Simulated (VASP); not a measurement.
A run of VASP 6.6.1 is set up as follows.

The input POSCAR:

```
BAs
1.0
    0.0000000000      2.3918676041      2.4636236322
    2.3918676041      0.0000000000      2.4636236322
    2.3918676041      2.3918676041      0.0000000000
B As
1 1
Direct
    0.0000000000      0.0000000000      0.0000000000
    0.2500000000      0.2500000000      0.2500000000
```

INCAR.step1

```
  PREC = Accurate
  ENCUT = 520
  ISMEAR = 0
  SIGMA = 0.01
  LREAL = F
  LASPH = T
  NELM = 80
  NBANDS = 11
  GGA = PE
  ALGO = Normal
  EDIFF = 1E-4
  LWAVE = T
  LCHARG = F
```

File INCAR.step2:

```
  PREC = Accurate
  ENCUT = 520
  EDIFF = 1E-7
  ISMEAR = 0
  SIGMA = 0.01
  LREAL = F
  LASPH = T
  NELM = 80
  ALGO = Normal
  ISIF = 2
  LWAVE = F
  LCHARG = T
  METAGGA = R2SCAN
  LMIXTAU = T
  LELF = T
  LVHAR = T
  NBANDS = 11
  ISTART = 1
```

The input KPOINTS:

```
Automatic mesh
0
Gamma
  10 10 10
```

Potentials or basis: VASP PAW PBE potentials, release 64 (B, As).

The run is started by

```console
$ cat potpaw_PBE.64/B/POTCAR potpaw_PBE.64/As/POTCAR > POTCAR
$ cp INCAR.step1 INCAR
$ mpirun -np 1 vasp_std > vasp.out
$ cp INCAR.step2 INCAR
$ mpirun -np 1 vasp_std > vasp.out
```

Task: Estimate the band gap on the k mesh.

Result: 1.17 eV, indirect (least direct gap 3.24 eV).

Task: Estimate the pressure.

Result: -3.7 GPa.

Stress tensor (GPa, compression positive):
```
-1.51  0.00  0.00
 0.00 -1.51  0.00
 0.00  0.00 -8.17
```

Caveat: the cell differs from its parent crystal (uniaxial z strain +3.0%); the PAW data sets were made with another functional, which shifts forces and pressure a little. A k mesh can miss the band edges.
